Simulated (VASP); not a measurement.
# Ga (Pm-3m) in VASP: settings compared, part 2 of 2

VASP 6.6.1. Earlier steps stand in the parts before.

### 3 Relaxation of cell and atoms, RPBE

INCAR reads:

```
SYSTEM = Ga
PREC = Accurate
ENCUT = 600
EDIFF = 1E-6
ISMEAR = -1
SIGMA = 0.05
LREAL = .False.
LASPH = .True.
NELM = 100
ALGO = Fast
ISIF = 3
LWAVE = .False.
LCHARG = .False.
GGA = RP
IBRION = 2
NSW = 60
EDIFFG = -0.01
```

KPOINTS reads:

```
regular mesh
0
Gamma
  10 10 10
  0 0 0
```

POSCAR reads:

```
Ga
1.0
    2.7164800000      0.0000000000      0.0000000000
    0.0000000000      2.7164800000      0.0000000000
    0.0000000000      0.0000000000      2.7164800000
Ga
1
Direct
    0.0000000000      0.0000000000      0.0000000000
```

Potentials or basis: VASP PAW PBE potentials, release 64 (Ga_d).

Command:

```
> cat potpaw_PBE.64/Ga_d/POTCAR > POTCAR
> mpirun -np 1 vasp_std > vasp.out
```

OUTCAR:

```text
SYSTEM = Ga
   PREC = Accurate
   ENCUT = 600
   EDIFF = 1E-6
   ISMEAR = -1
   LREAL = .False.
   LASPH = .True.
   NELM = 100
   ISIF = 3
   GGA = RP
   IBRION = 2
   NSW = 60
   EDIFFG = -0.01

 ion  position               nearest neighbor table
   1  0.000  0.000  0.000-

  LATTYP: Found a simple cubic cell.
 ALAT       =     2.7164800000

  Lattice vectors:

 A1 = (   2.7164800000,   0.0000000000,   0.0000000000)
 A2 = (   0.0000000000,   2.7164800000,   0.0000000000)
 A3 = (   0.0000000000,   0.0000000000,   2.7164800000)

Analysis of symmetry for initial positions (statically):
=====================================================================
 Subroutine PRICEL returns:
 Original cell was already a primitive cell.

 Routine SETGRP: Setting up the symmetry group for a
 simple cubic supercell.

 Subroutine GETGRP returns: Found 48 space group operations
 (whereof 48 operations were pure point group operations)
 out of a pool of 48 trial point group operations.

The static configuration has the point symmetry O_h .

Analysis of symmetry for dynamics (positions and initial velocities):
=====================================================================
 Subroutine PRICEL returns:
 Original cell was already a primitive cell.

 Routine SETGRP: Setting up the symmetry group for a
 simple cubic supercell.

 Subroutine GETGRP returns: Found 48 space group operations
 (whereof 48 operations were pure point group operations)
 out of a pool of 48 trial point group operations.

The dynamic configuration has the point symmetry O_h .

 Subroutine INISYM returns: Found 48 space group operations
 (whereof 48 operations are pure point group operations),
 and found     1 'primitive' translations

----------------------------------------------------------------------------------------

                                     Primitive cell

  volume of cell :      20.0456

  direct lattice vectors                    reciprocal lattice vectors
     2.716480000  0.000000000  0.000000000     0.368123454  0.000000000  0.000000000
     0.000000000  2.716480000  0.000000000     0.000000000  0.368123454  0.000000000
     0.000000000  0.000000000  2.716480000     0.000000000  0.000000000  0.368123454

  length of vectors
     2.716480000  2.716480000  2.716480000     0.368123454  0.368123454  0.368123454

  position of ions in fractional coordinates (direct lattice)
     0.000000000  0.000000000  0.000000000

  ion indices of the primitive-cell ions
   primitive index   ion index
                 1           1

----------------------------------------------------------------------------------------

 KPOINTS: regular mesh

Automatic generation of k-mesh.
 Grid dimensions read from file:
 generate k-points for:   10   10   10

 Generating k-lattice:

  Cartesian coordinates                     Fractional coordinates (reciprocal lattice)
     0.036812345  0.000000000  0.000000000     0.100000000  0.000000000  0.000000000
     0.000000000  0.036812345  0.000000000     0.000000000  0.100000000  0.000000000
     0.000000000  0.000000000  0.036812345     0.000000000  0.000000000  0.100000000

  Length of vectors
[... 38 lines left out ...]
   number of dos      NEDOS =    301   number of ions     NIONS =      1
   total plane-waves  NPLWV =  13824
   dimension x,y,z NGX =    24 NGY =   24 NGZ =   24
   dimension x,y,z NGXF=    48 NGYF=   48 NGZF=   48
   ions per type =               1
   NGX,Y,Z   is equivalent  to a cutoff of  14.69, 14.69, 14.69 a.u.
   NGXF,Y,Z  is equivalent  to a cutoff of  29.38, 29.38, 29.38 a.u.
 SYSTEM =  Ga
   PREC   = accura    normal or accurate (medium, high low for compatibility)
   ISTART =      0    job   : 0-new  1-cont  2-samecut
   ICHARG =      2    charge: 1-file 2-atom 10-const
   ISPIN  =      1    spin polarized calculation?
   LNONCOLLINEAR =      F non collinear calculations
   LSORBIT =      F    spin-orbit coupling
   LASPH  =      T    aspherical Exc in radial PAW
   ENCUT  =  600.0 eV  44.10 Ry    6.64 a.u.   5.43  5.43  5.43*2*pi/ulx,y,z
   NELM   =    100;   NELMIN=  2; NELMDL= -5     # of ELM steps
   EDIFF  = 0.1E-05   stopping-criterion for ELM
   LREAL  =      F    real-space projection
   EDIFFG = -.1E-01   stopping-criterion for IOM
   NSW    =     60    number of steps for IOM
   IBRION =      2    ionic relax: 0-MD 1-quasi-New 2-CG
   NFREE  =      1    steps in history (QN), initial steepest desc. (CG)
   ISIF   =      3    stress and relaxation
   ISYM   =      2    0-nonsym 1-usesym 2-fastsym
   POTIM  = 0.5000    time-step for ionic-motion
   TEBEG  =    0.0;   TEEND  =   0.0 temperature during run
   PSTRESS=    0.0 pullay stress
   NELECT =      13.0000    total number of electrons
   NUPDOWN=      -1.0000    fix difference up-down
   EMIN   =  10.00;   EMAX   =-10.00  energy-range for DOS
   EFERMI =   0.00;   METHOD = LEGACY
   ISMEAR =    -1;   SIGMA  =   0.05  broadening in eV -4-tet -1-fermi 0-gaus
   EFERMI_NEDOS =   21; number of points for ismear=-14 and -15
   IALGO  =     68    algorithm
   IMIX   =      4    mixing-type and parameters
     AMIX     =   0.40;   BMIX     =  1.00
     AMIX_MAG =   1.60;   BMIX_MAG =  1.00
  volume/ion in A,a.u.               =      20.05       135.27
  Fermi-wavevector in a.u.,A,eV,Ry     =   1.417042  2.677821 27.320614  2.008008
  Thomas-Fermi vector in A             =   2.538314
   LORBIT       =      0    0 simple, 1 ext, 2 COOP (PROOUT), +10 PAW based schemes
   GGA     = RP    functional components
   LHFCALC =     F    Hartree Fock is set to
   AEXX    =    0.0000 exact exchange contribution
   IVDW    =     0    specifies the selected vdW correction
   LEPSILON=     F    determine dielectric tensor
   LRPA    =     F    only Hartree local field effects (RPA)
 conjugate gradient relaxation of ions
 non-spin polarized calculation
 RMM-DIIS sequential band-by-band and
  energy-cutoff  :      600.00
  volume of cell :       20.05
 maximum number of plane-waves:       691
 NGX is ok and might be reduce to    24
   NGX = 11   NGY = 11   NGZ = 11

--------------------------------------- Ionic step        1  -------------------------------------------

 number of electron      13.0000005 magnetization

 Free energy of the ion-electron system (eV)
  ---------------------------------------------------
  ext. energy  EPLUGINS =         0.00000000
  ---------------------------------------------------
  free energy    TOTEN  =        -2.46791380 eV

  energy without entropy =       -2.46238471  energy(sigma->0) =       -2.46514925

------------------------ aborting loop because EDIFF is reached ----------------------------------------

  FORCE on cell =-STRESS in cart. coord.  units (eV):
  Direction    XX          YY          ZZ          XY          YZ          ZX
  --------------------------------------------------------------------------------------
  -------------------------------------------------------------------------------------
  Total        0.2533275      0.2533275      0.2533275      0.0000000     -0.0000000     -0.0000000
  in kB       20.2475943     20.2475943     20.2475943      0.0000000     -0.0000000     -0.0000000
  external PRESSURE =      20.2475943 kB  Pullay stress =       0.0000000 kB
[... 92 lines left out ...]
--------------------------------------- Ionic step        4  -------------------------------------------

 number of electron      12.9999997 magnetization

 Free energy of the ion-electron system (eV)
  ---------------------------------------------------
  ext. energy  EPLUGINS =         0.00000000
  ---------------------------------------------------
  free energy    TOTEN  =        -2.47465474 eV

  energy without entropy =       -2.46985058  energy(sigma->0) =       -2.47225266

 E-fermi :   4.4720     XC(G=0): -10.2451

 val. band max:        4.3926213708   @ k =   0.4000   0.3000   0.2000
 cond. band min:       4.5170678484   @ k =   0.4000   0.4000   0.1000
 fundamental gap:      0.1244464776
 Fermi energy:         4.4720418449

 k-point     1 :       0.0000    0.0000    0.0000
  band No.  band energies     occupation
      1     -10.6201      2.00000
      2     -10.6201      2.00000
      3     -10.1717      2.00000
      4     -10.1717      2.00000
      5     -10.1717      2.00000
      6      -5.7426      2.00000
      7      13.0733      0.00000
      8      13.0733      0.00000
      9      13.0733      0.00000
     10      15.9404      0.00000
[... 287 lines left out ...]
 k-point    24 :       0.3000    0.1000    0.1000
  band No.  band energies     occupation
      1     -10.5520      2.00000
      2     -10.3972      2.00000
      3     -10.2715      2.00000
      4     -10.2658      2.00000
      5     -10.1882      2.00000
      6      -3.5985      2.00000
      7       4.8958      0.00042
      8      12.2481      0.00000
      9      12.9240      0.00000
     10      20.0839      0.00000

 [... further k-points ...]
[... 5 lines left out ...]
  --------------------------------------------------------------------------------------
  -------------------------------------------------------------------------------------
  Total       -0.0037576     -0.0037576     -0.0037576      0.0000000      0.0000000      0.0000000
  in kB       -0.2845455     -0.2845455     -0.2845455      0.0000000      0.0000000      0.0000000
  external PRESSURE =      -0.2845455 kB  Pullay stress =       0.0000000 kB
[... 16 lines left out ...]
  FREE ENERGIE OF THE ION-ELECTRON SYSTEM (eV)
  ---------------------------------------------------
  free  energy   TOTEN  =        -2.4746547379 eV

  energy  without entropy=       -2.4698505802  energy(sigma->0) =       -2.47225266

 reached required accuracy - stopping structural energy minimisation
```

OSZICAR:

```text
N       E                     dE             d eps       ncg     rms          rms(c)
DAV:   1     0.394507220196E+02    0.39451E+02   -0.76816E+03  1168   0.239E+03
DAV:   2    -0.861618199943E+00   -0.40312E+02   -0.39522E+02  1162   0.262E+02
[... 30 lines left out ...]
   3 F= -.24745606E+01 E0= -.24721826E+01  d E =-.664675E-02
       N       E                     dE             d eps       ncg     rms          rms(c)
DAV:   1    -0.247717517542E+01   -0.26147E-02   -0.33522E-02  1222   0.371E+00    0.289E-01
RMM:   2    -0.247514819786E+01    0.20270E-02   -0.31228E-03  1138   0.983E-01    0.129E-01
RMM:   3    -0.247470621240E+01    0.44199E-03   -0.60251E-04  1133   0.403E-01    0.306E-02
RMM:   4    -0.247465404986E+01    0.52163E-04   -0.89961E-05  1201   0.130E-01    0.133E-03
RMM:   5    -0.247465473788E+01   -0.68802E-06   -0.91101E-06  1077   0.465E-02
   4 F= -.24746547E+01 E0= -.24722527E+01  d E =-.674094E-02
```

CONTCAR:

```text
Ga
   1.00000000000000
     2.7658079744117212    0.0000000000000000   -0.0000000000000000
     0.0000000000000000    2.7658079744117212    0.0000000000000000
    -0.0000000000000000   -0.0000000000000000    2.7658079744117212
  Ga
     1
Direct
     0.0000000000000000    0.0000000000000000    0.0000000000000000

  0.00000000E+00  0.00000000E+00  0.00000000E+00
```

Run time: 12 s. Hardware: 1 thread of Intel Xeon 6975P-C (Granite Rapids), shared host; peak memory 0.14 GiB.

Results:

```
Free energy                            : -2.4747 eV
Relaxed volume                         : 21.16 Å³/atom
Relaxed cell                           : a = 2.766 Å, b = 2.766 Å, c = 2.766 Å, α = 90.00°, β = 90.00°, γ = 90.00°
Space group after relaxing (to 0.05 Å) : Pm-3m (No. 221)
Energy gained by relaxing              : 6.7 meV/atom
Ionic steps                            : 4
Pressure after relaxing                : 0.0 GPa
```

The path:
```csv
step,energy change (eV),largest force (eV/Å),pressure (GPa),volume (Å³)
1,0.0000,0.0000,2.02,20.05
2,-0.0061,0.0000,0.73,20.79
3,-0.0066,0.0000,-0.17,21.25
4,-0.0067,0.0000,-0.03,21.16
```

Final structure:
```yaml
crystal:
  lattice:
    - [2.76581, 0.00000, 0.00000]
    - [0.00000, 2.76581, 0.00000]
    - [0.00000, 0.00000, 2.76581]
  atoms:
    - { symbol: Ga, position: [0.00000, 0.00000, 0.00000] }
```

Levels at points of the mesh, in eV from the Fermi level:
```tsv
k point	band 3	band 4	band 5	band 6	band 7	band 8	band 9	band 10
(0.00, 0.00, 0.00)	-14.64	-14.64	-14.64	-10.21	8.60	8.60	8.60	11.47
(0.50, 0.00, 0.00)	-14.77	-14.77	-14.63	-6.11	-3.89	11.82	11.82	15.00
(0.50, 0.50, 0.00)	-14.75	-14.75	-14.52	-1.83	-0.61	-0.61	4.15	15.08
(0.50, 0.50, 0.50)	-14.94	-14.52	-14.52	2.51	2.51	2.51	3.22	7.96
```

Caveat: the PAW data sets were made with another functional, which shifts forces and pressure a little.
